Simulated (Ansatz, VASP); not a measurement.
## One calculation of Ga, two programs

```
Ga
1.0
    -2.93931    0.00000    0.00000
    -0.12481    0.00000    3.53858
    -1.46966    4.27879    0.00000
Ga
2
Direct
  0.86900 0.25000 0.26200
  0.13100 0.75000 0.73800
```

Alike in both runs: task single point; functional PBE; k mesh 14 × 10 × 14; occupations gaussian, width 0.05 eV; no spin polarisation.

```csv
,VASP,Ansatz
version,VASP 6.6.1,Ansatz 0.2.0
potentials or method,"VASP PAW PBE potentials, release 64 (Ga_d), cutoff 520 eV","scalar-relativistic, plane waves, PAW"
valence electrons in the cell,26,26
```

```tsv
	VASP	Ansatz	Ansatz less VASP
gap on the k mesh at the Fermi level (eV)	none	none	-
pressure (GPa)	-5.0	-4.9	+0.12
traceless stress, the component that is largest in VASP (GPa)	-0.17	-0.16	+0.009
rms of the force components (eV/Å)	0.058	0.057	-0.0014
```

Atom by atom the forces differ by 0.001 eV/Å (rms over components). A gap of «none» marks a metal or a gap that the smearing closes.
